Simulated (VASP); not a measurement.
# SiC (P6_3mc) in VASP: further runs, part 2 of 2

VASP 6.6.1.

### Step 3. Single point, PBE (volume 8.822 Å^3 an atom, c/a of the conventional cell 1.7779)

File INCAR:

```
PREC = Accurate ; ENCUT = 520
EDIFF = 1E-6 ; ISMEAR = 0
SIGMA = 0.05 ; LREAL = F
LASPH = T ; NELM = 80
ALGO = Normal ; ISIF = 2
LWAVE = F ; LCHARG = F
GGA = PE ; NBANDS = 16
```

File KPOINTS:

```
Automatic mesh
0
Gamma
  12 12 6
```

File POSCAR:

```
SiC
1.0
    2.8405102518      0.0000000000      0.0000000000
   -1.4202551259      2.4599540378      0.0000000000
    0.0000000000      0.0000000000      5.0501431767
Si C
2 2
Direct
    0.3333333333      0.6666666667      0.0108023054
    0.6666666667      0.3333333333      0.5108023054
    0.3333333333      0.6666666667      0.3741976946
    0.6666666667      0.3333333333      0.8741976946
```

Potentials or basis: VASP PAW PBE potentials, release 64 (Si, C).

Started as:

```sh
$ cat potpaw_PBE.64/Si/POTCAR potpaw_PBE.64/C/POTCAR > POTCAR
$ mpirun -np 1 vasp_std > vasp.out
```

OUTCAR:

```text
PREC = Accurate
   ENCUT = 520
   EDIFF = 1E-6
   ISMEAR = 0
   LREAL = F
   LASPH = T
   NELM = 80
   ISIF = 2
   GGA = PE

 ion  position               nearest neighbor table
   1  0.333  0.667  0.011-   4 1.78   4 1.78   4 1.78   3 1.84   2 3.01   2 3.01   2 3.01   2 3.01
                             2 3.01   2 3.01
   2  0.667  0.333  0.511-   3 1.78   3 1.78   3 1.78   4 1.84   1 3.01   1 3.01   1 3.01   1 3.01
                             1 3.01   1 3.01
   3  0.333  0.667  0.374-   2 1.78   2 1.78   2 1.78   1 1.84
   4  0.667  0.333  0.874-   1 1.78   1 1.78   1 1.78   2 1.84

  LATTYP: Found a hexagonal cell.
 ALAT       =     2.8405102518
 C/A-ratio  =     1.7779000000

  Lattice vectors:

 A1 = (   2.8405102518,   0.0000000000,   0.0000000000)
 A2 = (  -1.4202551259,   2.4599540378,   0.0000000000)
 A3 = (   0.0000000000,   0.0000000000,   5.0501431767)

Analysis of symmetry for initial positions (statically):
=====================================================================
 Subroutine PRICEL returns:
 Original cell was already a primitive cell.

[... 172 lines left out ...]
  free energy    TOTEN  =       -28.85780847 eV

  energy without entropy =      -28.85780847  energy(sigma->0) =      -28.85780847

 E-fermi :  10.8593     XC(G=0): -12.0716

 val. band max:       10.5785055328   @ k =   0.0000   0.0000   0.0000
 cond. band min:      11.6194531602   @ k =   0.3333   0.3333   0.0000
 fundamental gap:      1.0409476274
 Fermi energy:        10.8592603516

 k-point     1 :       0.0000    0.0000    0.0000
  band No.  band energies     occupation
      1      -6.7209      2.00000
      2      -3.1276      2.00000
      3       0.1409      2.00000
      4       9.2020      2.00000
      5       9.5412      2.00000
      6       9.5412      2.00000
[... 433 lines left out ...]
      3       2.4541      2.00000
      4       3.7445      2.00000
      5       5.1474      2.00000
      6       7.6885      2.00000
[... 8 lines left out ...]
     15      22.6979      0.00000
     16      24.0438      0.00000

 [... further k-points ...]
[... 5 lines left out ...]
  --------------------------------------------------------------------------------------
  -------------------------------------------------------------------------------------
  Total       15.2895450     15.2895450      3.8765212      0.0000000      0.0000000      0.0000000
  in kB      694.1895936    694.1895936    176.0052816      0.0000000      0.0000000      0.0000000
  external PRESSURE =     521.4614896 kB  Pullay stress =       0.0000000 kB

 VOLUME and BASIS-vectors are now :
 -----------------------------------------------------------------------------
  energy-cutoff  :      520.00
  volume of cell :       35.29
      direct lattice vectors                 reciprocal lattice vectors
     2.840510252  0.000000000  0.000000000     0.352049425  0.203255830  0.000000000
    -1.420255126  2.459954038  0.000000000     0.000000000  0.406511660  0.000000000
     0.000000000  0.000000000  5.050143177     0.000000000  0.000000000  0.198014188

 POSITION                                       TOTAL-FORCE (eV/Angst)
 -----------------------------------------------------------------------------------
     -0.00000      1.63997      0.05455         0.000000      0.000000     -0.004247
      1.42026      0.81998      2.57962         0.000000      0.000000     -0.004247
     -0.00000      1.63997      1.88975        -0.000000      0.000000      0.004247
      1.42026      0.81998      4.41482         0.000000     -0.000000      0.004247
 -----------------------------------------------------------------------------------
    total drift:                               -0.000000      0.000000      0.000624

  FREE ENERGIE OF THE ION-ELECTRON SYSTEM (eV)
  ---------------------------------------------------
  free  energy   TOTEN  =       -28.8578084711 eV

  energy  without entropy=      -28.8578084711  energy(sigma->0) =      -28.85780847
```

OSZICAR:

```text
N       E                     dE             d eps       ncg     rms          rms(c)
DAV:   1     0.271970480280E+02    0.27197E+02   -0.73605E+03  2432   0.912E+02
DAV:   2    -0.313765576445E+02   -0.58574E+02   -0.53378E+02  3400   0.168E+02
DAV:   3    -0.335816226438E+02   -0.22051E+01   -0.21981E+01  3216   0.297E+01
DAV:   4    -0.335946066862E+02   -0.12984E-01   -0.12983E-01  2968   0.282E+00
DAV:   5    -0.335947085746E+02   -0.10189E-03   -0.10189E-03  3256   0.235E-01    0.151E+01
DAV:   6    -0.290735720494E+02    0.45211E+01   -0.72561E+00  3064   0.172E+01    0.713E+00
DAV:   7    -0.288808725515E+02    0.19270E+00   -0.15065E+00  3496   0.749E+00    0.284E+00
DAV:   8    -0.288595555679E+02    0.21317E-01   -0.65609E-02  2840   0.159E+00    0.778E-01
DAV:   9    -0.288576277699E+02    0.19278E-02   -0.77020E-03  3272   0.635E-01    0.122E-01
DAV:  10    -0.288577887273E+02   -0.16096E-03   -0.77995E-04  2888   0.179E-01    0.578E-02
DAV:  11    -0.288578087403E+02   -0.20013E-04   -0.42416E-05  3312   0.501E-02    0.220E-02
DAV:  12    -0.288578084711E+02    0.26921E-06   -0.51905E-06  2816   0.160E-02
   1 F= -.28857808E+02 E0= -.28857808E+02  d E =-.132401E-17
```

stdout:

```text
POSCAR found type information on POSCAR SiC
 POSCAR found :  2 types and       4 ions
 scaLAPACK will be used
 LDA part: xc-table for (Slater+PW92), standard interpolation
 POSCAR, INCAR and KPOINTS ok, starting setup
 FFT: planning ... GRIDC
 FFT: planning ... GRID_SOFT
 FFT: planning ... GRID
 WAVECAR not read
 entering main loop
```

Run time: 14 s. Hardware: 1 thread of Intel Xeon 6975P-C (Granite Rapids), shared host; peak memory 0.17 GiB.

What came out:

```
Free energy            : -28.8578 eV
Pressure               : 52.1 GPa
Largest force          : 0.004 eV/Å
Band gap on the k mesh : 1.04 eV, indirect (least direct gap 4.34 eV)
```

Forces on the atoms (eV/Å):
```
Si   0.000  0.000 -0.004
Si   0.000  0.000 -0.004
C    0.000  0.000  0.004
C    0.000  0.000  0.004
```

Stress tensor (GPa, compression positive):
```
69.42  0.00  0.00
 0.00 69.42  0.00
 0.00  0.00 17.60
```

Levels at points of the mesh, in eV from the valence-band top:
```csv
k point,band 5,band 6,band 7,band 8,band 9,band 10,band 11,band 12
"(0.00, 0.00, 0.00)",-1.04,-1.04,0.00,0.00,5.26,7.18,8.11,8.11
"(0.50, 0.00, 0.00)",-6.47,-4.35,-3.42,-1.47,3.20,3.31,7.51,7.95
"(0.00, 0.00, 0.50)",-0.55,-0.55,-0.55,-0.55,7.66,7.66,8.64,8.64
"(0.50, 0.00, 0.50)",-3.42,-3.42,-2.60,-2.60,2.70,2.70,5.58,5.58
```
